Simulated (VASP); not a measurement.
Write the native input for VASP 6.6.1 that does the following.

* Task: single point
* Functional: PBEsol
* Potentials or basis: VASP PAW PBE potentials, release 64 (Mg, I)
* Cutoff: 520 eV
* k mesh: 7 × 7 × 4
* Occupations: fermi-dirac, width 0.03 eV
* Spin: no spin polarisation
* Dipole correction: no
* Further INCAR settings: ALGO = Normal; EDIFF = 1e-07; NBANDS = 15

The structure of MgI2 lies in POSCAR:

```
MgI2
1.0
    4.2351659043      0.0000000000      0.0000000000
   -2.1175829521      3.6677612623      0.0000000000
    0.0000000000      0.0000000000      6.9965831875
Mg I
1 2
Direct
    0.0000000000      0.0000000000      0.0000000000
    0.3333333333      0.6666666667      0.7576300000
    0.6666666667      0.3333333333      0.2423700000
```

This cell differs from its parent crystal: volume scaled by 1.06.

The input as run:

INCAR

```
ALGO     = Normal         # electronic algorithm
EDIFF    = 1E-7           # SCF threshold, eV
ENCUT    = 520            # plane-wave cutoff, eV
GGA      = PS             # functional
ISIF     = 2              # what is computed and relaxed
ISMEAR   = -1             # smearing method
LASPH    = T              # aspherical terms in the spheres
LCHARG   = F              # write CHGCAR
LREAL    = F              # projectors in reciprocal space
LWAVE    = F              # write WAVECAR
NBANDS   = 15             # bands
NELM     = 100            # most SCF steps
PREC     = Accurate       # precision mode
SIGMA    = 0.03           # smearing width, eV
```

KPOINTS

```
k-points
0
Gamma
  7 7 4
```

Potentials or basis: VASP PAW PBE potentials, release 64 (Mg, I).

Launch:

```console
$ cat potpaw_PBE.64/Mg/POTCAR potpaw_PBE.64/I/POTCAR > POTCAR
$ mpirun -np 1 vasp_std > vasp.out
```

It gave:

- Pressure: -1.7 GPa
- Largest force: 0.298 eV/Å
- Band gap on the k mesh: 3.35 eV, direct

Caveat: the PAW data sets were made with another functional, which shifts forces and pressure a little; spin-orbit coupling is left out, which moves the levels of the heavy elements; this functional lacks dispersion, which binds the layers, so the pressure and a relaxed spacing across them are unreliable.

Wall time 21 s on 1 thread of Intel(R) Xeon(R) 6975P-C (Granite Rapids), with other jobs on the host, peak memory 0.24 GiB.
